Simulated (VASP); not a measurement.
# MgBe (Pm-3m) in VASP: a series of runs

Runs on MgBe. Level: PBE. Tasks: single point, relaxation of cell and atoms.

Program: VASP 6.6.1. These are calculated values, not measurements. Logs are shortened: lines on timing, memory, paths and dates and some standing lists are left out, and cuts for length are marked.

## Step 1: The cell of the first run

The structure is cubic, space group Pm-3m (No. 221). The conventional cell has a = 3.086 Å, b = 3.086 Å, c = 3.086 Å, α = 90.00°, β = 90.00°, γ = 90.00°. Within 3.5 Å of Mg (site symmetry m-3m) lie 8 Be at 2.67 Å and 6 Mg at 3.09 Å. Within 3.5 Å of Be (site symmetry m-3m) lie 8 Mg at 2.67 Å and 6 Be at 3.09 Å.

## Step 2: Single point, PBE

INCAR

```
SYSTEM = MgBe
  PREC = Accurate
  ENCUT = 520
  EDIFF = 1E-7
  ISMEAR = 0
  SIGMA = 0.1
  LREAL = .FALSE.
  LASPH = .TRUE.
  NELM = 60
  ALGO = Normal
  ISIF = 2
  LWAVE = .FALSE.
  LCHARG = .TRUE.
  GGA = PE
  LELF = .TRUE.
  LVHAR = .TRUE.
  NBANDS = 9
```

KPOINTS

```
Automatic mesh
0
G
  14 14 14
  0 0 0
```

POSCAR

```
MgBe
1.0
    3.0859420641      0.0000000000      0.0000000000
    0.0000000000      3.0859420641      0.0000000000
    0.0000000000      0.0000000000      3.0859420641
Mg Be
1 1
Direct
    0.5000000000      0.5000000000      0.5000000000
    0.0000000000      0.0000000000      0.0000000000
```

Potentials or basis: VASP PAW PBE potentials, release 64 (Mg, Be).

Command:

```bash
$ cat potpaw_PBE.64/Mg/POTCAR potpaw_PBE.64/Be/POTCAR > POTCAR
$ mpirun -np 1 vasp_std > vasp.out
```

OUTCAR:

```text
SYSTEM = MgBe
   PREC = Accurate
   ENCUT = 520
   EDIFF = 1E-7
   ISMEAR = 0
   LREAL = .FALSE.
   LASPH = .TRUE.
   NELM = 60
   ISIF = 2
   GGA = PE

 ion  position               nearest neighbor table
   1  0.500  0.500  0.500-   2 2.67   2 2.67   2 2.67   2 2.67   2 2.67   2 2.67   2 2.67   2 2.67

   2  0.000  0.000  0.000-   1 2.67   1 2.67   1 2.67   1 2.67   1 2.67   1 2.67   1 2.67   1 2.67

  LATTYP: Found a simple cubic cell.
 ALAT       =     3.0859420641

  Lattice vectors:

 A1 = (   3.0859420641,   0.0000000000,   0.0000000000)
 A2 = (   0.0000000000,   3.0859420641,   0.0000000000)
 A3 = (   0.0000000000,   0.0000000000,   3.0859420641)

Analysis of symmetry for initial positions (statically):
=====================================================================
 Subroutine PRICEL returns:
 Original cell was already a primitive cell.

 Routine SETGRP: Setting up the symmetry group for a
 simple cubic supercell.

 Subroutine GETGRP returns: Found 48 space group operations
 (whereof 48 operations were pure point group operations)
 out of a pool of 48 trial point group operations.

The static configuration has the point symmetry O_h .

Analysis of symmetry for dynamics (positions and initial velocities):
=====================================================================
 Subroutine PRICEL returns:
 Original cell was already a primitive cell.

 Routine SETGRP: Setting up the symmetry group for a
 simple cubic supercell.

 Subroutine GETGRP returns: Found 48 space group operations
 (whereof 48 operations were pure point group operations)
 out of a pool of 48 trial point group operations.

The dynamic configuration has the point symmetry O_h .

 Subroutine INISYM returns: Found 48 space group operations
 (whereof 48 operations are pure point group operations),
 and found     1 'primitive' translations

----------------------------------------------------------------------------------------

                                     Primitive cell

  volume of cell :      29.3875

  direct lattice vectors                    reciprocal lattice vectors
     3.085942064  0.000000000  0.000000000     0.324050154  0.000000000  0.000000000
     0.000000000  3.085942064  0.000000000     0.000000000  0.324050154  0.000000000
     0.000000000  0.000000000  3.085942064     0.000000000  0.000000000  0.324050154

  length of vectors
     3.085942064  3.085942064  3.085942064     0.324050154  0.324050154  0.324050154

  position of ions in fractional coordinates (direct lattice)
     0.500000000  0.500000000  0.500000000
     0.000000000  0.000000000  0.000000000

  ion indices of the primitive-cell ions
   primitive index   ion index
                 1           1
                 2           2

----------------------------------------------------------------------------------------

 KPOINTS: Automatic mesh

Automatic generation of k-mesh.
 Grid dimensions read from file:
 generate k-points for:   14   14   14

 Generating k-lattice:

  Cartesian coordinates                     Fractional coordinates (reciprocal lattice)
     0.023146440  0.000000000  0.000000000     0.071428571  0.000000000  0.000000000
     0.000000000  0.023146440  0.000000000     0.000000000  0.071428571  0.000000000
     0.000000000  0.000000000  0.023146440     0.000000000  0.000000000  0.071428571

  Length of vectors
     0.023146440  0.023146440  0.023146440

  Shift w.r.t. Gamma in fractional coordinates (k-lattice)
     0.000000000  0.000000000  0.000000000

 Subroutine IBZKPT returns following result:
 ===========================================

 Found    120 irreducible k-points:

 Following reciprocal coordinates:
            Coordinates               Weight
  0.000000  0.000000  0.000000      1.000000
  0.071429  0.000000  0.000000      6.000000
  0.142857  0.000000  0.000000      6.000000
  0.214286  0.000000  0.000000      6.000000
  0.285714  0.000000  0.000000      6.000000
  0.357143  0.000000  0.000000      6.000000
[... 16 lines left out ...]
  0.285714  0.214286  0.000000     24.000000
  0.357143  0.214286  0.000000     24.000000
 [... further k-points ...]
   k-points           NKPTS =    120   k-points in BZ     NKDIM =    120   number of bands    NBANDS=      9
   number of dos      NEDOS =    301   number of ions     NIONS =      2
   total plane-waves  NPLWV =  13824
   dimension x,y,z NGX =    24 NGY =   24 NGZ =   24
   dimension x,y,z NGXF=    48 NGYF=   48 NGZF=   48
   ions per type =               1   1
   NGX,Y,Z   is equivalent  to a cutoff of  12.93, 12.93, 12.93 a.u.
   NGXF,Y,Z  is equivalent  to a cutoff of  25.86, 25.86, 25.86 a.u.
 SYSTEM =  MgBe
   PREC   = accura    normal or accurate (medium, high low for compatibility)
   ISTART =      0    job   : 0-new  1-cont  2-samecut
   ICHARG =      2    charge: 1-file 2-atom 10-const
   ISPIN  =      1    spin polarized calculation?
   LNONCOLLINEAR =      F non collinear calculations
   LSORBIT =      F    spin-orbit coupling
   LASPH  =      T    aspherical Exc in radial PAW
   ENCUT  =  520.0 eV  38.22 Ry    6.18 a.u.   5.74  5.74  5.74*2*pi/ulx,y,z
   NELM   =     60;   NELMIN=  2; NELMDL= -5     # of ELM steps
   EDIFF  = 0.1E-06   stopping-criterion for ELM
   LREAL  =      F    real-space projection
   EDIFFG = 0.1E-05   stopping-criterion for IOM
   NSW    =      0    number of steps for IOM
   IBRION =     -1    ionic relax: 0-MD 1-quasi-New 2-CG
   NFREE  =      0    steps in history (QN), initial steepest desc. (CG)
   ISIF   =      2    stress and relaxation
   ISYM   =      2    0-nonsym 1-usesym 2-fastsym
   POTIM  = 0.5000    time-step for ionic-motion
   TEBEG  =    0.0;   TEEND  =   0.0 temperature during run
   PSTRESS=    0.0 pullay stress
   NELECT =       4.0000    total number of electrons
   NUPDOWN=      -1.0000    fix difference up-down
   EMIN   =  10.00;   EMAX   =-10.00  energy-range for DOS
   EFERMI =   0.00;   METHOD = LEGACY
   ISMEAR =     0;   SIGMA  =   0.10  broadening in eV -4-tet -1-fermi 0-gaus
   EFERMI_NEDOS =   21; number of points for ismear=-14 and -15
   IALGO  =     38    algorithm
   IMIX   =      4    mixing-type and parameters
     AMIX     =   0.40;   BMIX     =  1.00
     AMIX_MAG =   1.60;   BMIX_MAG =  1.00
  volume/ion in A,a.u.               =      14.69        99.16
  Fermi-wavevector in a.u.,A,eV,Ry     =   0.842120  1.591375  9.648779  0.709165
  Thomas-Fermi vector in A             =   1.956774
   LORBIT       =      0    0 simple, 1 ext, 2 COOP (PROOUT), +10 PAW based schemes
   GGA     = PE    functional components
   LHFCALC =     F    Hartree Fock is set to
   AEXX    =    0.0000 exact exchange contribution
   IVDW    =     0    specifies the selected vdW correction
   LEPSILON=     F    determine dielectric tensor
   LRPA    =     F    only Hartree local field effects (RPA)
 non-spin polarized calculation
 Gauss-broadening in eV      SIGMA  =   0.10
  energy-cutoff  :      520.00
  volume of cell :       29.39
 maximum number of plane-waves:       840
 NGX is ok and might be reduce to    24
   NGX = 11   NGY = 11   NGZ = 11

 number of electron       4.0000000 magnetization

 Free energy of the ion-electron system (eV)
  ---------------------------------------------------
  ext. energy  EPLUGINS =         0.00000000
  ---------------------------------------------------
  free energy    TOTEN  =        -4.50224892 eV

  energy without entropy =       -4.49701305  energy(sigma->0) =       -4.49963099

 E-fermi :   4.0373     XC(G=0):  -9.3625

 val. band max:        4.0310159829   @ k =   0.4286   0.4286   0.4286
 cond. band min:       4.0430132199   @ k =   0.3571   0.3571   0.1429
 fundamental gap:      0.0119972370
 Fermi energy:         4.0372552229

 k-point     1 :       0.0000    0.0000    0.0000
  band No.  band energies     occupation
      1      -4.4683      2.00000
      2       7.8987      0.00000
      3       7.8987      0.00000
      4       7.8987      0.00000
      5      10.1066      0.00000
      6      10.1066      0.00000
      7      14.8883      0.00000
      8      21.1950      0.00000
      9      21.1950      0.00000

 k-point     2 :       0.0714    0.0000    0.0000
  band No.  band energies     occupation
      1      -4.3948      2.00000
      2       6.9818      0.00000
      3       7.9559      0.00000
      4       7.9559      0.00000
      5      10.1857      0.00000
      6      11.0153      0.00000
      7      15.0083      0.00000
      8      20.5134      0.00000
      9      20.5402      0.00000

 k-point     3 :       0.1429    0.0000    0.0000
  band No.  band energies     occupation
      1      -4.1748      2.00000
      2       5.4979      0.00000
      3       8.1246      0.00000
      4       8.1246      0.00000
      5      10.4229      0.00000
      6      12.3943      0.00000
      7      15.4060      0.00000
      8      19.2024      0.00000
      9      19.2024      0.00000

 k-point     4 :       0.2143    0.0000    0.0000
  band No.  band energies     occupation
      1      -3.8093      2.00000
      2       4.0100      1.29959
      3       8.3943      0.00000
      4       8.3943      0.00000
      5      10.8169      0.00000
      6      13.4943      0.00000
      7      16.0882      0.00000
      8      17.8245      0.00000
      9      17.8245      0.00000
[... 205 lines left out ...]
 k-point    22 :       0.2143    0.2143    0.0000
  band No.  band energies     occupation
      1      -3.1561      2.00000
      2       4.0478      0.88105
      3       5.3286      0.00000
      4       8.9021      0.00000
      5      12.3819      0.00000
      6      13.5087      0.00000
      7      15.7987      0.00000
      8      17.9283      0.00000
      9      17.9430      0.00000

 k-point    23 :       0.2857    0.2143    0.0000
  band No.  band energies     occupation
      1      -2.6518      2.00000
      2       3.0636      2.00000
      3       5.3856      0.00000
      4       9.2594      0.00000
      5      11.5100      0.00000
      6      13.5849      0.00000
      7      16.4706      0.00000
      8      17.0443      0.00000
      9      18.3026      0.00000

 k-point    24 :       0.3571    0.2143    0.0000
  band No.  band energies     occupation
      1      -2.0083      2.00000
      2       1.8609      2.00000
      3       5.8572      0.00000
      4       9.6504      0.00000
      5      10.3691      0.00000
      6      14.1072      0.00000
      7      16.0304      0.00000
      8      16.6266      0.00000
      9      18.2554      0.00000

 [... further k-points ...]
[... 5 lines left out ...]
  --------------------------------------------------------------------------------------
  -------------------------------------------------------------------------------------
  Total       -0.0201778     -0.0201778     -0.0201778      0.0000000      0.0000000      0.0000000
  in kB       -1.1000734     -1.1000734     -1.1000734      0.0000000      0.0000000      0.0000000
  external PRESSURE =      -1.1000734 kB  Pullay stress =       0.0000000 kB

 VOLUME and BASIS-vectors are now :
 -----------------------------------------------------------------------------
  energy-cutoff  :      520.00
  volume of cell :       29.39
      direct lattice vectors                 reciprocal lattice vectors
     3.085942064  0.000000000  0.000000000     0.324050154  0.000000000  0.000000000
     0.000000000  3.085942064  0.000000000     0.000000000  0.324050154  0.000000000
     0.000000000  0.000000000  3.085942064     0.000000000  0.000000000  0.324050154

 POSITION                                       TOTAL-FORCE (eV/Angst)
 -----------------------------------------------------------------------------------
      1.54297      1.54297      1.54297         0.000000      0.000000      0.000000
      0.00000      0.00000      0.00000         0.000000      0.000000      0.000000
 -----------------------------------------------------------------------------------
    total drift:                                0.000000      0.000000      0.000000

  FREE ENERGIE OF THE ION-ELECTRON SYSTEM (eV)
  ---------------------------------------------------
  free  energy   TOTEN  =        -4.5022489250 eV

  energy  without entropy=       -4.4970130468  energy(sigma->0) =       -4.49963099
```

Wall time 11 s (1 thread of Intel Xeon Platinum 8559C (Emerald Rapids), shared host); peak memory 0.16 GiB.

Results:

| Property | Result |
| --- | --- |
| Free energy | -4.5022 eV |
| Pressure | -0.1 GPa |
| Band gap on the k mesh | zero (bands 2 and 3 overlap by 5.23 eV) |

Levels at points of the mesh, in eV from the Fermi level:
```
           k point  band 1  band 2  band 3  band 4  band 5  band 6  band 7
(0.00, 0.00, 0.00)   -8.51    3.86    3.86    3.86    6.07    6.07   10.85
(0.50, 0.00, 0.00)   -5.00   -4.94    5.54    5.54    9.38   10.46   10.46
(0.50, 0.50, 0.00)   -2.31   -2.31   -1.37    0.69    7.39   12.44   12.44
(0.50, 0.50, 0.50)    0.12    0.12    0.12    2.94    2.94    2.94    3.08
```

## Step 3: Relaxation of cell and atoms, PBE

This run uses another cell than the first one, of 15.86 Å³/atom.

INCAR

```
ALGO = Normal ; EDIFF = 1E-6
EDIFFG = -0.005 ; ENCUT = 600
GGA = PE ; IBRION = 2
ISIF = 3 ; ISMEAR = 0
LASPH = True ; LCHARG = False
LREAL = False ; LWAVE = False
NELM = 100 ; NSW = 100
PREC = Accurate ; SIGMA = 0.1
```

KPOINTS

```
k-points
0
Gamma
  14 14 14
```

POSCAR

```
MgBe
1.0
    3.1654035142      0.0000000000      0.0000000000
    0.0000000000      3.1654035142      0.0000000000
    0.0000000000      0.0000000000      3.1654035142
Mg Be
1 1
Direct
    0.5000000000      0.5000000000      0.5000000000
    0.0000000000      0.0000000000      0.0000000000
```

Potentials or basis: VASP PAW PBE potentials, release 64 (Mg, Be).

Command:

```bash
$ cat potpaw_PBE.64/Mg/POTCAR potpaw_PBE.64/Be/POTCAR > POTCAR
$ mpirun -np 1 vasp_std > vasp.out
```

It took 22 s on 1 thread of Intel Xeon Platinum 8559C (Emerald Rapids), shared host; peak memory 0.19 GiB.

Results (log left out):

```
Free energy                           : -4.5024 eV
Relaxed volume                        : 14.68 Å³/atom
Relaxed cell                          : a = 3.085 Å, b = 3.085 Å, c = 3.085 Å, α = 90.00°, β = 90.00°, γ = 90.00°
Space group after relaxing (to 0.1 Å) : Pm-3m (No. 221)
Energy gained by relaxing             : 16.3 meV/atom
Ionic steps                           : 3
Pressure after relaxing               : -0.1 GPa
Band gap on the k mesh                : zero (bands 2 and 3 overlap by 5.23 eV)
```

The path:
| step | energy change (eV) | largest force (eV/Å) | pressure (GPa) | volume (Å³) |
| --- | --- | --- | --- | --- |
| 1 | 0.0000 | 0.0000 | -4.13 | 31.72 |
| 2 | -0.0308 | 0.0000 | -1.09 | 29.88 |
| 3 | -0.0326 | 0.0000 | -0.05 | 29.36 |

Final structure:
```
Mg Be
1.0
     3.08496    0.00000    0.00000
     0.00000    3.08496    0.00000
     0.00000    0.00000    3.08496
Mg Be
1 1
Direct
  0.50000 0.50000 0.50000
  0.00000 0.00000 0.00000
```

Levels at points of the mesh, in eV from the Fermi level:
```
           k point  band 1  band 2  band 3  band 4  band 5  band 6
(0.00, 0.00, 0.00)   -8.51    3.86    3.86    3.86    6.07    6.07
(0.50, 0.00, 0.00)   -5.00   -4.95    5.54    5.54    9.39   10.47
(0.50, 0.50, 0.00)   -2.31   -2.31   -1.37    0.70    7.39   12.45
(0.50, 0.50, 0.50)    0.12    0.12    0.12    2.94    2.94    3.08
```
